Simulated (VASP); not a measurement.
InSb, 2 atoms in the cell. Symmetry: P4/mmm, No. 123, tetragonal system. Conventional cell: a = 2.865 Å, b = 2.865 Å, c = 6.300 Å, α = 90.00°, β = 90.00°, γ = 90.00°. In (site symmetry 4/mmm) has 4 In at 2.86 Å and 2 Sb at 3.15 Å within 3.8 Å. Within 3.8 Å of Sb (site symmetry 4/mmm) lie 4 Sb at 2.86 Å and 2 In at 3.15 Å. 

- Program: VASP 6.6.1
- Task: single point
- Functional: PBEsol
- Potentials or basis: VASP PAW PBE potentials, release 64 (In_d, Sb)
- Cutoff: 500 eV
- k mesh: 16 × 16 × 8
- Occupations: gaussian, width 0.15 eV
- Spin: no spin polarisation
- Dipole correction: no
- Further INCAR settings: ALGO = Normal; EDIFF = 1e-06; NBANDS = 16

Potentials or basis: VASP PAW PBE potentials, release 64 (In_d, Sb).

Launch:

```sh
$ cat potpaw_PBE.64/In_d/POTCAR potpaw_PBE.64/Sb/POTCAR > POTCAR
$ mpirun -np 1 vasp_std > vasp.out
```

Hardware: 1 thread of Intel Xeon 8259CL, with other jobs on the host.

Q: How long does it take, and how much memory?

A: Wall time 3.3 min on 1 thread of Intel Xeon 8259CL, with other jobs on the host, peak memory 0.32 GiB. Counts: scf iterations 11, k points 225.
